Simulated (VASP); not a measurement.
# EuO (Fm-3m) in VASP: notebook

The runs below take EuO through single point, with LDA+U.

All numbers are computed with VASP 6.6.1; they aren't measurements. Logs are shortened: lines on timing, memory, paths and dates and some standing lists are left out, and cuts for length are marked.

### 1 The cell of the first run

It takes space group Fm-3m (No. 225, cubic). Conventional cell: a = 5.144 Å, b = 5.144 Å, c = 5.144 Å, α = 90.00°, β = 90.00°, γ = 90.00°. Within 3.4 Å of Eu (site symmetry m-3m) lie 6 O at 2.57 Å. O (site symmetry m-3m) has 6 Eu at 2.57 Å within 3.4 Å.

### 2 Single point, LDA+U, non-collinear spin, typed start, spin-orbit coupling

Contents of INCAR:

```
SYSTEM = EuO
ALGO = Normal ; EDIFF = 1E-6
ENCUT = 600 ; GGA = CA
GGA_COMPAT = .False. ; ISIF = 2
ISMEAR = 0 ; LASPH = .True.
LCHARG = .False. ; LDAU = .True.
LDAUJ = 0 0 ; LDAUL = 3 -1
LDAUPRINT = 1 ; LDAUTYPE = 2
LDAUU = 6 0 ; LMAXMIX = 6
LORBIT = 11 ; LORBMOM = .True.
LREAL = .False. ; LSORBIT = .True.
LWAVE = .False. ; MAGMOM = 0 0 7.42 0 0 0
NBANDS = 35 ; NELM = 200
PREC = Accurate ; SIGMA = 0.05
```

Contents of KPOINTS:

```
k-points
0
Gamma
  10 10 10
  0 0 0
```

Contents of POSCAR:

```
EuO
1.0
    0.0000000000      2.5719519658      2.5719519658
    2.5719519658      0.0000000000      2.5719519658
    2.5719519658      2.5719519658      0.0000000000
Eu O
1 1
Direct
    0.5000000000      0.5000000000      0.5000000000
    0.0000000000      0.0000000000      0.0000000000
```

Potentials or basis: VASP PAW PBE potentials, release 64 (Eu, O).

The run is started by

```
$ cat potpaw_PBE.64/Eu/POTCAR potpaw_PBE.64/O/POTCAR > POTCAR
$ mpirun -np 1 vasp_ncl > vasp.out
```

OUTCAR:

```text
SYSTEM = EuO
   EDIFF = 1E-6
   ENCUT = 600
   GGA = CA
   ISIF = 2
   ISMEAR = 0
   LASPH = .True.
   LORBIT = 11
   LREAL = .False.
   LSORBIT = .True.
   NELM = 200
   PREC = Accurate

 ion  position               nearest neighbor table
   1  0.500  0.500  0.500-   2 2.57   2 2.57   2 2.57   2 2.57   2 2.57   2 2.57
   2  0.000  0.000  0.000-   1 2.57   1 2.57   1 2.57   1 2.57   1 2.57   1 2.57

  LATTYP: Found a face centered cubic cell.
 ALAT       =     5.1439039316

  Lattice vectors:

 A1 = (   0.0000000000,   2.5719519658,   2.5719519658)
 A2 = (   2.5719519658,   0.0000000000,   2.5719519658)
 A3 = (   2.5719519658,   2.5719519658,   0.0000000000)

Analysis of symmetry for initial positions (statically):
=====================================================================
 Subroutine PRICEL returns:
 Original cell was already a primitive cell.

 Routine SETGRP: Setting up the symmetry group for a
 face centered cubic supercell.

 Subroutine GETGRP returns: Found 48 space group operations
 (whereof 48 operations were pure point group operations)
 out of a pool of 48 trial point group operations.

The static configuration has the point symmetry O_h .

Analysis of symmetry for dynamics (positions and initial velocities):
=====================================================================
 Subroutine PRICEL returns:
 Original cell was already a primitive cell.

 Routine SETGRP: Setting up the symmetry group for a
 face centered cubic supercell.

 Subroutine GETGRP returns: Found 48 space group operations
 (whereof 48 operations were pure point group operations)
 out of a pool of 48 trial point group operations.

The dynamic configuration has the point symmetry O_h .

Analysis of structural, dynamic, and magnetic symmetry:
=====================================================================
 Subroutine PRICEL returns:
 Original cell was already a primitive cell.

 Routine SETGRP: Setting up the symmetry group for a
 face centered cubic supercell.

 Subroutine GETGRP returns: Found  8 space group operations
 (whereof  8 operations were pure point group operations)
 out of a pool of 48 trial point group operations.

The overall configuration has the point symmetry C_4h.

 Subroutine INISYM returns: Found  8 space group operations
 (whereof  8 operations are pure point group operations),
 and found     1 'primitive' translations

----------------------------------------------------------------------------------------

                                     Primitive cell

  volume of cell :      34.0266

  direct lattice vectors                    reciprocal lattice vectors
     0.000000000  2.571951966  2.571951966    -0.194404875  0.194404875  0.194404875
     2.571951966  0.000000000  2.571951966     0.194404875 -0.194404875  0.194404875
     2.571951966  2.571951966  0.000000000     0.194404875  0.194404875 -0.194404875

  length of vectors
     3.637289352  3.637289352  3.637289352     0.336719120  0.336719120  0.336719120

  position of ions in fractional coordinates (direct lattice)
     0.500000000  0.500000000  0.500000000
     0.000000000  0.000000000  0.000000000

  ion indices of the primitive-cell ions
   primitive index   ion index
                 1           1
                 2           2

----------------------------------------------------------------------------------------

 KPOINTS: k-points

Automatic generation of k-mesh.
[... 171 lines left out ...]
  o =  0.9771  v = -0.7021 -0.0000  0.0782 -0.0000  0.0000  0.0000  0.0000  0.0000  0.0363 -0.0000 -0.0000 -0.0000  0.0000  0.0000      0.0000 -0.0000  0.0000  0.0000 -0.0782 -0.0000 -0.7021  0.0000  0.0000  0.0000 -0.0000  0.0000  0.0256 -0.0000

 number of electron      22.9999999 magnetization      -0.0000000     -0.0000000      6.9554215

 Free energy of the ion-electron system (eV)
  ---------------------------------------------------
  ext. energy  EPLUGINS =         0.00000000
  ---------------------------------------------------
  free energy    TOTEN  =       -22.65982152 eV

  energy without entropy =      -22.65952247  energy(sigma->0) =      -22.65967199

 E-fermi :   3.4598     XC(G=0): -11.2816

 val. band max:        3.4560438314   @ k =   0.0000   0.4000   0.4000
 cond. band min:       3.4848090897   @ k =   0.1000   0.1000   0.0000
 fundamental gap:      0.0287652584
 Fermi energy:         3.4597664870

 k-point     1 :       0.0000    0.0000    0.0000
  band No.  band energies     occupation
      1     -36.0916      1.00000
      2     -33.3053      1.00000
      3     -16.7765      1.00000
      4     -16.1119      1.00000
      5     -14.1094      1.00000
      6     -14.0624      1.00000
[... 901 lines left out ...]
     34      11.5037      0.00000
     35      12.4244      0.00000

 [... further k-points ...]
[... 5 lines left out ...]
  --------------------------------------------------------------------------------------
  -------------------------------------------------------------------------------------
  Total       -1.5662767     -1.5662767     -1.5552768      0.0000001     -0.0000000      0.0000000
  in kB      -73.7497443    -73.7497443    -73.2318012      0.0000033     -0.0000000      0.0000000
  external PRESSURE =     -73.5770966 kB  Pullay stress =       0.0000000 kB

 VOLUME and BASIS-vectors are now :
 -----------------------------------------------------------------------------
  energy-cutoff  :      600.00
  volume of cell :       34.03
      direct lattice vectors                 reciprocal lattice vectors
     0.000000000  2.571951966  2.571951966    -0.194404875  0.194404875  0.194404875
     2.571951966  0.000000000  2.571951966     0.194404875 -0.194404875  0.194404875
     2.571951966  2.571951966  0.000000000     0.194404875  0.194404875 -0.194404875

 POSITION                                       TOTAL-FORCE (eV/Angst)
 -----------------------------------------------------------------------------------
      2.57195      2.57195      2.57195        -0.000000      0.000000      0.000000
      0.00000      0.00000      0.00000         0.000000      0.000000      0.000000
 -----------------------------------------------------------------------------------
    total drift:                                0.000000      0.000000      0.000000

  FREE ENERGIE OF THE ION-ELECTRON SYSTEM (eV)
  ---------------------------------------------------
  free  energy   TOTEN  =       -22.6598215174 eV

  energy  without entropy=      -22.6595224660  energy(sigma->0) =      -22.65967199

 orbital moment (x)

 # of ion     p       d       f       tot
 ------------------------------------------------
  1         0.000  -0.000  -0.000  -0.000
  2         0.000   0.000   0.000   0.000
 ------------------------------------------------
            0.000  -0.000  -0.000  -0.000

 orbital moment (y)

 # of ion     p       d       f       tot
 ------------------------------------------------
  1         0.000   0.000  -0.000  -0.000
  2         0.000   0.000   0.000   0.000
 ------------------------------------------------
            0.000   0.000  -0.000  -0.000

 orbital moment (z)

 # of ion     p       d       f       tot
 ------------------------------------------------
  1        -0.011  -0.002  -0.046  -0.059
  2         0.001   0.000   0.000   0.001
 ------------------------------------------------
           -0.010  -0.002  -0.046  -0.057

 Spin-Orbit-Coupling matrix elements

 Ion:    1  E_soc:     -1.1258527
 l=   1
     0.0000000    -0.1510913    -0.1511096
    -0.1510913     0.0000000    -0.1510913
    -0.1511096    -0.1510913     0.0000000
 l=   2
     0.0000000    -0.0000490     0.0000000    -0.0000490    -0.0003099
    -0.0000490     0.0000000    -0.0002886    -0.0000702    -0.0000951
     0.0000000    -0.0002886     0.0000000    -0.0002886     0.0000000
    -0.0000490    -0.0000702    -0.0002886     0.0000000    -0.0000951
    -0.0003099    -0.0000951     0.0000000    -0.0000951     0.0000000
 l=   3
     0.0000000    -0.0054679     0.0000000     0.0000000     0.0000000    -0.0055218    -0.0042381
    -0.0054679     0.0000000    -0.0090953     0.0000000    -0.0090953    -0.0016922    -0.0054679
     0.0000000    -0.0090953     0.0000000    -0.0217909    -0.0003654    -0.0091706     0.0000000
     0.0000000     0.0000000    -0.0217909     0.0000000    -0.0217909     0.0000000     0.0000000
     0.0000000    -0.0090953    -0.0003654    -0.0217909     0.0000000    -0.0091706     0.0000000
    -0.0055218    -0.0016922    -0.0091706     0.0000000    -0.0091706     0.0000000    -0.0055218
    -0.0042381    -0.0054679     0.0000000     0.0000000     0.0000000    -0.0055218     0.0000000

 Ion:    2  E_soc:     -0.0006132
 l=   1
     0.0000000    -0.0001079    -0.0000908
    -0.0001079     0.0000000    -0.0001079
    -0.0000908    -0.0001079     0.0000000
 l=   2
     0.0000000     0.0000000     0.0000000     0.0000000     0.0000000
     0.0000000     0.0000000     0.0000000     0.0000000     0.0000000
     0.0000000     0.0000000     0.0000000     0.0000000     0.0000000
     0.0000000     0.0000000     0.0000000     0.0000000     0.0000000
     0.0000000     0.0000000     0.0000000     0.0000000     0.0000000
 l=   3
     0.0000000     0.0000000     0.0000000     0.0000000     0.0000000     0.0000000     0.0000000
     0.0000000     0.0000000     0.0000000     0.0000000     0.0000000     0.0000000     0.0000000
     0.0000000     0.0000000     0.0000000     0.0000000     0.0000000     0.0000000     0.0000000
     0.0000000     0.0000000     0.0000000     0.0000000     0.0000000     0.0000000     0.0000000
     0.0000000     0.0000000     0.0000000     0.0000000     0.0000000     0.0000000     0.0000000
     0.0000000     0.0000000     0.0000000     0.0000000     0.0000000     0.0000000     0.0000000
     0.0000000     0.0000000     0.0000000     0.0000000     0.0000000     0.0000000     0.0000000

 total charge

# of ion       s       p       d       f       tot
--------------------------------------------------
    1        2.025   5.773   0.314   6.799  14.911
    2        1.538   3.377   0.000   0.000   4.915
--------------------------------------------------
tot          3.563   9.150   0.314   6.799  19.826

 magnetization (x)

# of ion       s       p       d       f       tot
--------------------------------------------------
    1        0.000   0.000   0.000   0.000   0.000
    2        0.000   0.000   0.000   0.000   0.000
--------------------------------------------------
tot          0.000   0.000   0.000   0.000   0.000

 magnetization (y)

# of ion       s       p       d       f       tot
--------------------------------------------------
    1        0.000   0.000   0.000   0.000   0.000
    2        0.000   0.000   0.000   0.000   0.000
--------------------------------------------------
tot          0.000   0.000   0.000   0.000   0.000

 magnetization (z)

# of ion       s       p       d       f       tot
--------------------------------------------------
    1       -0.009  -0.081   0.070   6.721   6.701
    2       -0.005  -0.079   0.000   0.000  -0.084
--------------------------------------------------
tot         -0.014  -0.160   0.070   6.721   6.618
```

It took 20 min on 1 thread of Oxide Virtual Turin-like, shared host; peak memory 0.43 GiB.

Results:

- Free energy: -22.6598 eV
- Pressure: -7.4 GPa
- Net moment: 6.96 μB per cell
- Valence electrons inside the program's atomic spheres: Eu 14.91; O 4.92

Moments on the atoms (μB; x, y, z):
```
Eu   0.00  0.00  6.70
O    0.00  0.00 -0.08
```

Caveat: the cell stands under tension; the PAW data sets were made with another functional, which shifts forces and pressure a little; a cell with one magnetic atom can't hold antiferromagnetic order, which such compounds often take.

[end of part 1 of 2]
